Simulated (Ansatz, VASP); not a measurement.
## One calculation of Co, two programs

```
Co
1.0
     2.47056    0.00000    0.00000
    -1.23528    2.13957    0.00000
     0.00000    0.00000    8.08823
Co
4
Cartesian
  1.2353 0.7132 6.0662
  0.0000 0.0000 4.0441
  0.0000 1.4264 2.0221
  0.0000 0.0000 0.0000
```

Alike in both runs: task single point; functional PBE; k mesh 9 × 9 × 3; occupations fermi-dirac, width 0.05 eV; collinear spin.

```csv
,VASP,Ansatz
version,VASP 6.6.1,Ansatz 0.2.0
potentials or method,"VASP PAW PBE potentials, release 64 (Co_sv)",Ansatz PAW
plane-wave cutoff (eV),600,420
valence electrons in the cell,68,68
```

Ansatz gave:

```
gap on the k mesh at the Fermi level (eV)                     : none
pressure (GPa)                                                : 3.1
traceless stress, the component that is largest in VASP (GPa) : -0.75
net moment per atom (μB)                                      : 1.56
size of the moment on the site where the two differ most (μB) : 1.62
```

**Question.** Which values does VASP return?

**Answer.** gap on the k mesh at the Fermi level (eV): none; pressure (GPa): -0.7; traceless stress, the component that is largest in VASP (GPa): -0.77; net moment per atom (μB): 1.56; size of the moment on the site where the two differ most (μB): 1.61.

Site moments also hang on the region over which each program counts them. A gap of «none» marks a metal or a gap that the smearing closes.
